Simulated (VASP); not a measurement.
Here is a VASP 6.6.1 calculation.

POSCAR

```
Sb
1.0
   -2.0210481572      2.0210481572      1.7216336154
    2.0210481572     -2.0210481572      1.7216336154
    2.0210481572      2.0210481572     -1.7216336154
Sb
1
Direct
    0.0000000000      0.0000000000      0.0000000000
```

File INCAR.step1:

```
ALGO = Normal
EDIFF = 1E-4
ENCUT = 520
GGA = PE
ISMEAR = 0
LASPH = True
LCHARG = False
LREAL = False
LWAVE = True
NBANDS = 8
NELM = 60
PREC = Accurate
SIGMA = 0.15
```

The input INCAR.step2:

```
ALGO = Normal
EDIFF = 1E-6
ENCUT = 520
ISIF = 2
ISMEAR = 0
ISTART = 1
LASPH = True
LCHARG = False
LMIXTAU = True
LREAL = False
LWAVE = False
METAGGA = R2SCAN
NBANDS = 8
NELM = 60
PREC = Accurate
SIGMA = 0.15
```

Contents of KPOINTS:

```
k-points
0
Gamma
  18 18 18
```

Potentials or basis: VASP PAW PBE potentials, release 64 (Sb).

The run is started by

```console
$ cat potpaw_PBE.64/Sb/POTCAR > POTCAR
$ cp INCAR.step1 INCAR
$ mpirun -np 1 vasp_std > vasp.out
$ cp INCAR.step2 INCAR
$ mpirun -np 1 vasp_std > vasp.out
```

Q: What does it give for the pressure?

A: -1.9 GPa.

Q: Predict the band gap on the k mesh.

A: Zero (an odd number of electrons rules out a gap without spin polarisation).

Stress tensor (GPa, compression positive):
```
-2.19  0.00  0.00
 0.00 -2.19  0.00
 0.00  0.00 -1.23
```

Caveat: the cell differs from its parent crystal (strain +0.080 along x and y, -0.080 along z); the PAW data sets were made with another functional, which shifts forces and pressure a little; spin-orbit coupling is left out, which moves the levels of the heavy elements.
